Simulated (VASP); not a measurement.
# Ti3H2 in VASP: further runs, part 2 of 2

VASP 6.6.1. Earlier steps stand in the parts before.

## 3. Single point, PBE

INCAR

```
SYSTEM = Ti3H2
ALGO     = Normal         ! electronic algorithm
EDIFF    = 1E-6           ! SCF threshold, eV
ENCUT    = 500            ! plane-wave cutoff, eV
GGA      = PE             ! functional
GGA_COMPAT= .FALSE.      
ISIF     = 2              ! what is computed and relaxed
ISMEAR   = 0              ! smearing method
LASPH    = .TRUE.         ! aspherical terms in the spheres
LCHARG   = .FALSE.        ! write CHGCAR
LREAL    = .FALSE.        ! projectors in reciprocal space
LWAVE    = .FALSE.        ! write WAVECAR
NBANDS   = 27             ! bands
NELM     = 120            ! most SCF steps
PREC     = Accurate       ! precision mode
SIGMA    = 0.2            ! smearing width, eV
```

KPOINTS

```
k-points
0
G
  4 4 4
  0 0 0
```

POSCAR

```
Ti3H2
1.0
    3.9220170798      0.0000000000      0.0000000000
    0.0000000000      3.9220170798      0.0000000000
    0.0000000000      0.0000000000      3.9220170798
Ti H
3 2
Direct
    0.0000000000      0.5000000000      0.5000000000
    0.5000000000      0.0000000000      0.5000000000
    0.5000000000      0.5000000000      0.0000000000
    0.0000000000      0.0000000000      0.0000000000
    0.5000000000      0.5000000000      0.5000000000
```

Potentials or basis: VASP PAW PBE potentials, release 64 (Ti_sv, H).

The run is started by

```sh
$ cat potpaw_PBE.64/Ti_sv/POTCAR potpaw_PBE.64/H/POTCAR > POTCAR
$ mpirun -np 1 vasp_std > vasp.out
```

OUTCAR:

```text
SYSTEM = Ti3H2
   EDIFF = 1E-6
   ENCUT = 500
   GGA = PE
   ISIF = 2
   ISMEAR = 0
   LASPH = .TRUE.
   LREAL = .FALSE.
   NELM = 120
   PREC = Accurate

 ion  position               nearest neighbor table
   1  0.000  0.500  0.500-   2 2.77   3 2.77   3 2.77   2 2.77   2 2.77   3 2.77   3 2.77   2 2.77

   2  0.500  0.000  0.500-   1 2.77   3 2.77   3 2.77   1 2.77   3 2.77   3 2.77   1 2.77   1 2.77

   3  0.500  0.500  0.000-   1 2.77   2 2.77   1 2.77   2 2.77   2 2.77   2 2.77   1 2.77   1 2.77

   4  0.000  0.000  0.000-
   5  0.500  0.500  0.500-

  LATTYP: Found a simple cubic cell.
 ALAT       =     3.9220170798

  Lattice vectors:

 A1 = (   3.9220170798,   0.0000000000,   0.0000000000)
 A2 = (   0.0000000000,   3.9220170798,   0.0000000000)
 A3 = (   0.0000000000,   0.0000000000,   3.9220170798)

Analysis of symmetry for initial positions (statically):
=====================================================================
 Subroutine PRICEL returns:
 Original cell was already a primitive cell.
[... 159 lines left out ...]

  energy without entropy =      -28.25697484  energy(sigma->0) =      -28.30652396

 E-fermi :   7.4882     XC(G=0): -11.1271

 val. band max:        7.4793471313   @ k =   0.5000   0.0000   0.0000
 cond. band min:       7.5208022593   @ k =   0.5000   0.5000   0.2500
 fundamental gap:      0.0414551280
 Fermi energy:         7.4882395843

 k-point     1 :       0.0000    0.0000    0.0000
  band No.  band energies     occupation
      1     -49.2622      2.00000
      2     -49.0445      2.00000
      3     -49.0445      2.00000
      4     -25.8009      2.00000
      5     -25.8009      2.00000
      6     -25.8009      2.00000
[... 289 lines left out ...]
     26       9.2259      0.00000
     27       9.8848      0.00000

------------------------ aborting loop because EDIFF is reached ----------------------------------------

  FORCE on cell =-STRESS in cart. coord.  units (eV):
  Direction    XX          YY          ZZ          XY          YZ          ZX
  --------------------------------------------------------------------------------------
  -------------------------------------------------------------------------------------
  Total        0.0462516      0.0462516      0.0462516      0.0000000      0.0000000     -0.0000000
  in kB        1.2283135      1.2283135      1.2283135      0.0000000      0.0000000     -0.0000000
  external PRESSURE =       1.2283135 kB  Pullay stress =       0.0000000 kB

 VOLUME and BASIS-vectors are now :
 -----------------------------------------------------------------------------
  energy-cutoff  :      500.00
  volume of cell :       60.33
      direct lattice vectors                 reciprocal lattice vectors
     3.922017080  0.000000000  0.000000000     0.254970843  0.000000000  0.000000000
     0.000000000  3.922017080  0.000000000     0.000000000  0.254970843  0.000000000
     0.000000000  0.000000000  3.922017080     0.000000000  0.000000000  0.254970843

 POSITION                                       TOTAL-FORCE (eV/Angst)
 -----------------------------------------------------------------------------------
      0.00000      1.96101      1.96101         0.000000      0.000000      0.000000
      1.96101      0.00000      1.96101         0.000000      0.000000      0.000000
      1.96101      1.96101      0.00000         0.000000      0.000000      0.000000
      0.00000      0.00000      0.00000         0.000000      0.000000      0.000000
      1.96101      1.96101      1.96101         0.000000      0.000000      0.000000
 -----------------------------------------------------------------------------------
    total drift:                                0.000000      0.000000     -0.000000

  FREE ENERGIE OF THE ION-ELECTRON SYSTEM (eV)
  ---------------------------------------------------
  free  energy   TOTEN  =       -28.3560730786 eV

  energy  without entropy=      -28.2569748421  energy(sigma->0) =      -28.30652396
```

OSZICAR:

```text
N       E                     dE             d eps       ncg     rms          rms(c)
DAV:   1     0.454475100325E+03    0.45448E+03   -0.19336E+04   540   0.165E+03
DAV:   2     0.244195527185E+02   -0.43006E+03   -0.42317E+03   549   0.497E+02
DAV:   3    -0.256803847642E+02   -0.50100E+02   -0.48969E+02   946   0.146E+02
DAV:   4    -0.311127320711E+02   -0.54323E+01   -0.53930E+01   789   0.440E+01
DAV:   5    -0.313540702960E+02   -0.24134E+00   -0.24115E+00   829   0.801E+00    0.158E+01
DAV:   6    -0.283509729506E+02    0.30031E+01   -0.11819E+01   755   0.284E+01    0.449E+00
DAV:   7    -0.283224274206E+02    0.28546E-01   -0.11037E+00   801   0.559E+00    0.238E+00
DAV:   8    -0.283527751196E+02   -0.30348E-01   -0.19986E-01   743   0.318E+00    0.732E-01
DAV:   9    -0.283557805776E+02   -0.30055E-02   -0.47588E-02   767   0.165E+00    0.395E-01
DAV:  10    -0.283561748385E+02   -0.39426E-03   -0.12744E-02   749   0.912E-01    0.496E-02
DAV:  11    -0.283560870807E+02    0.87758E-04   -0.49811E-04   752   0.219E-01    0.267E-02
DAV:  12    -0.283560725142E+02    0.14566E-04   -0.32276E-05   847   0.485E-02    0.758E-03
DAV:  13    -0.283560730786E+02   -0.56433E-06   -0.77745E-06   656   0.241E-02
   1 F= -.28356073E+02 E0= -.28306524E+02  d E =-.990982E-01
```

Run time: 13 s. Hardware: 1 thread of AMD EPYC 9R45 (Zen 5), shared host; peak memory 0.14 GiB.

Results:

```
Free energy            : -28.3561 eV
Pressure               : 0.1 GPa
Band gap on the k mesh : zero (bands 19 and 20 overlap by 0.88 eV)
```

Levels at points of the mesh, in eV from the Fermi level:
```
           k point  band 15  band 16  band 17  band 18  band 19  band 20  band 21  band 22  band 23  band 24
(0.00, 0.00, 0.00)    -1.47    -1.47    -1.47    -1.45    -1.45     2.10     2.10     2.10     2.95     3.08
(0.50, 0.00, 0.00)    -2.50    -1.08    -0.51    -0.51    -0.01     0.23     0.23     0.93     1.30     1.47
(0.50, 0.50, 0.00)    -2.17    -2.17    -0.81    -0.36    -0.31    -0.31     0.58     0.58     1.49     1.49
(0.50, 0.50, 0.50)    -2.47    -2.47    -2.47     0.57     0.57     0.57     1.33     1.33     1.33     1.74
```

Caveat: the k points lie up to 0.40 Å⁻¹ apart, too coarse for converged energies and pressures of a metal.

## 4. Single point, PBE

INCAR

```
SYSTEM = Ti3H2
  PREC = Accurate
  ENCUT = 500
  EDIFF = 1E-6
  ISMEAR = 0
  SIGMA = 0.2
  LREAL = .FALSE.
  LASPH = .TRUE.
  NELM = 120
  ALGO = Normal
  ISIF = 2
  LWAVE = .FALSE.
  LCHARG = .TRUE.
  GGA = PE
  LELF = .TRUE.
  LVHAR = .TRUE.
  NBANDS = 27
  GGA_COMPAT = .FALSE.
```

KPOINTS

```
Automatic mesh
0
G
  4 4 4
  0 0 0
```

POSCAR

```
Ti3H2
1.0
    2.7646526693      1.5961729640      2.2856934078
   -2.7646526693      1.5961729640      2.2856934078
    0.0000000000     -3.1923459246      2.2856934101
Ti H
3 2
Direct
    0.5000000000      0.5000000000      0.0000000000
    0.0000000000      0.5000000000      0.5000000000
    0.5000000000      0.0000000000      0.5000000000
    0.0000000000      0.0000000000      0.0000000000
    0.5000000000      0.5000000000      0.5000000000
```

Potentials or basis: VASP PAW PBE potentials, release 64 (Ti_sv, H).

The run is started by

```sh
$ cat potpaw_PBE.64/Ti_sv/POTCAR potpaw_PBE.64/H/POTCAR > POTCAR
$ mpirun -np 1 vasp_std > vasp.out
```

OUTCAR:

```text
SYSTEM = Ti3H2
   PREC = Accurate
   ENCUT = 500
   EDIFF = 1E-6
   ISMEAR = 0
   LREAL = .FALSE.
   LASPH = .TRUE.
   NELM = 120
   ISIF = 2
   GGA = PE

 ion  position               nearest neighbor table
   1  0.500  0.500  0.000-   2 2.76   3 2.76   3 2.76   2 2.76   2 2.79   3 2.79   3 2.79   2 2.79

   2  0.000  0.500  0.500-   3 2.76   3 2.76   1 2.76   1 2.76   1 2.79   1 2.79   3 2.79   3 2.79

   3  0.500  0.000  0.500-   2 2.76   2 2.76   1 2.76   1 2.76   1 2.79   1 2.79   2 2.79   2 2.79
[... 584 lines left out ...]
  --------------------------------------------------------------------------------------
  -------------------------------------------------------------------------------------
  Total        0.0114543      0.0114543     -0.1397779      0.0000000     -0.0000000      0.0000000
  in kB        0.3032418      0.3032418     -3.7004901      0.0000000     -0.0000000      0.0000000
  external PRESSURE =      -1.0313355 kB  Pullay stress =       0.0000000 kB

 VOLUME and BASIS-vectors are now :
 -----------------------------------------------------------------------------
  energy-cutoff  :      500.00
  volume of cell :       60.52
      direct lattice vectors                 reciprocal lattice vectors
     2.764652669  1.596172964  2.285693408     0.180854545  0.104416420  0.145834665
    -2.764652669  1.596172964  2.285693408    -0.180854545  0.104416420  0.145834665
     0.000000000 -3.192345925  2.285693410     0.000000000 -0.208832840  0.145834665

 POSITION                                       TOTAL-FORCE (eV/Angst)
 -----------------------------------------------------------------------------------
      0.00000      1.59617      2.28569         0.000000     -0.000000      0.000000
     -1.38233     -0.79809      2.28569        -0.000000     -0.000000      0.000000
      1.38233     -0.79809      2.28569        -0.000000      0.000000     -0.000000
      0.00000      0.00000      0.00000         0.000000     -0.000000     -0.000000
      0.00000      0.00000      3.42854         0.000000      0.000000     -0.000000
 -----------------------------------------------------------------------------------
    total drift:                               -0.000000      0.000000      0.000000

  FREE ENERGIE OF THE ION-ELECTRON SYSTEM (eV)
  ---------------------------------------------------
  free  energy   TOTEN  =       -28.3557135527 eV

  energy  without entropy=      -28.2567709475  energy(sigma->0) =      -28.30624225
```

stdout:

```text
POSCAR found type information on POSCAR TiH
 POSCAR found :  2 types and       5 ions
 scaLAPACK will be used
 LDA part: xc-table for (Slater+PW92), standard interpolation
 POSCAR, INCAR and KPOINTS ok, starting setup
 FFT: planning ... GRIDC
 FFT: planning ... GRID_SOFT
 FFT: planning ... GRID
 WAVECAR not read
 entering main loop
```

It took 17 s on 1 thread of AMD EPYC 9R45 (Zen 5), shared host; peak memory 0.14 GiB.

Results:

| Item | Value |
| --- | --- |
| Free energy | -28.3557 eV |
| Pressure | -0.1 GPa |
| Band gap on the k mesh | zero (bands 19 and 20 overlap by 0.82 eV) |

Caveat: the k points lie up to 0.40 Å⁻¹ apart, too coarse for converged energies and pressures of a metal.

## 5. Overview

| cell | gap on the mesh (eV) | pressure (GPa) |
| --- | --- | --- |
| a = 3.924 Å, 5 atoms | none | 0.0 |
| a = 3.922 Å, 5 atoms | none | 0.1 |
| a = 3.926 Å, angles 89.5°, 5 atoms | none | -0.1 |

Alike in all rows: task single point; level PBE; potentials or basis VASP PAW PBE potentials, release 64 (Ti_sv, H); no spin polarisation; k mesh 4 × 4 × 4; cutoff (eV) 500; smearing gaussian 0.2 eV.

Caveats: all runs use coarse meshes.

Absolute energies hang on the potentials; compare differences alone.
